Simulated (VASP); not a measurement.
Here is a VASP 6.6.1 calculation.

INCAR

```
PREC = Accurate
ENCUT = 600
EDIFF = 1E-6
ISMEAR = 0
SIGMA = 0.1
LREAL = False
LASPH = True
NELM = 120
ALGO = Normal
ISIF = 2
LWAVE = False
LCHARG = True
GGA = PE
LELF = True
LVHAR = True
NBANDS = 15
GGA_COMPAT = False
```

Contents of KPOINTS:

```
regular mesh
0
Gamma
  18 18 10
```

POSCAR

```
Os
1.0
    2.7526955277      0.0000000000      0.0000000000
   -1.3763477639      2.3839042558      0.0000000000
    0.0000000000      0.0000000000      4.3506435168
Os
2
Direct
    0.3333333333      0.6666666667      0.2500000000
    0.6666666667      0.3333333333      0.7500000000
```

Potentials or basis: VASP PAW PBE potentials, release 64 (Os).

Launch:

```console
$ cat potpaw_PBE.64/Os/POTCAR > POTCAR
$ mpirun -np 1 vasp_std > vasp.out
```

**Question.** What does it give for the pressure?

**Answer.** 0.0 GPa.

**Question.** What does it give for the band gap on the k mesh?

**Answer.** Zero (bands 8 and 9 overlap by 3.81 eV).

Stress tensor (GPa, compression positive):
```
 0.07  0.00  0.00
 0.00  0.07  0.00
 0.00  0.00 -0.04
```

Caveat: spin-orbit coupling is left out, which moves the levels of the heavy elements.
